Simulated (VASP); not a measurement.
C:

```
CELL_PARAMETERS angstrom
1.22805 -2.12706 0.00000
1.22805 2.12706 0.00000
0.00000 0.00000 7.17327
ATOMIC_POSITIONS crystal
C 0.08338 0.91662 0.75314
C 0.58338 0.41662 0.24686
C 0.91662 0.08338 0.24686
C 0.41662 0.58338 0.75314
```

- Program: VASP 6.6.1
- Task: relaxation of cell and atoms
- Functional: PBE
- Dispersion: D3(BJ)
- Potentials or basis: VASP PAW PBE potentials, release 64 (C)
- Cutoff: 600 eV
- k mesh: 18 × 18 × 6
- Occupations: gaussian, width 0.1 eV
- Spin: no spin polarisation

At the start: pressure 2.7 GPa; volume 9.37 Å³/atom.

Q: How do energy, volume and symmetry change on relaxing?

A: Over 38 steps the energy falls by 4.5 meV/atom and the volume is 8.85 Å³/atom (-5.6 %); space group Fmmm (No. 69, to 0.1 Å) before and after.

The path:
```tsv
step	energy change (eV)	largest force (eV/Å)	pressure (GPa)	volume (Å³)
1	0.0000	0.0254	2.67	37.48
2	0.0202	0.0936	-7.91	38.33
3	-0.0048	0.0156	-0.70	37.73
4	-0.0061	0.0483	-0.73	37.58
5	-0.0089	0.2356	-0.77	37.14
6	-0.0076	0.6193	-0.77	36.25
7	-0.0095	0.3628	-0.79	36.84
8	-0.0096	0.3589	-0.78	36.83
9	-0.0101	0.3475	-0.74	36.78
10	-0.0111	0.3249	-0.73	36.68
11	-0.0127	0.2795	-0.66	36.48
12	-0.0154	0.1891	-0.50	36.07
13	-0.0172	0.0154	-0.12	35.27
14	-0.0172	0.0405	-0.19	35.40
15	-0.0174	0.0235	-0.16	35.43
16	-0.0176	0.0222	-0.04	35.49
17	-0.0176	0.0263	-0.03	35.50
18	-0.0176	0.0145	-0.02	35.50
19	-0.0176	0.0168	-0.02	35.50
20	-0.0176	0.0141	-0.03	35.50
21	-0.0176	0.0139	-0.02	35.49
22	-0.0176	0.0123	-0.02	35.49
23	-0.0176	0.0120	-0.04	35.49
24	-0.0176	0.0110	-0.03	35.49
25	-0.0177	0.0104	-0.04	35.48
26	-0.0178	0.0106	-0.05	35.46
27	-0.0178	0.0185	-0.07	35.43
28	-0.0179	0.0152	-0.06	35.42
29	-0.0179	0.0066	-0.02	35.41
30	-0.0180	0.0144	0.08	35.38
31	-0.0180	0.0115	0.07	35.39
32	-0.0180	0.0040	0.04	35.39
33	-0.0180	0.0037	0.01	35.39
34	-0.0180	0.0160	-0.03	35.39
35	-0.0180	0.0061	0.01	35.39
36	-0.0180	0.0062	-0.02	35.39
37	-0.0180	0.0065	-0.06	35.39
38	-0.0180	0.0034	0.00	35.39
```

Final structure:
```
C
1.0
     1.23289   -2.13427    0.00000
     1.23289    2.13427    0.00000
     0.00000    0.00000    6.72430
C
4
Cartesian
  1.2329 1.7787 5.0453
  1.2329 -0.3556 1.6790
  1.2329 -1.7787 1.6790
  1.2329 0.3556 5.0453
```
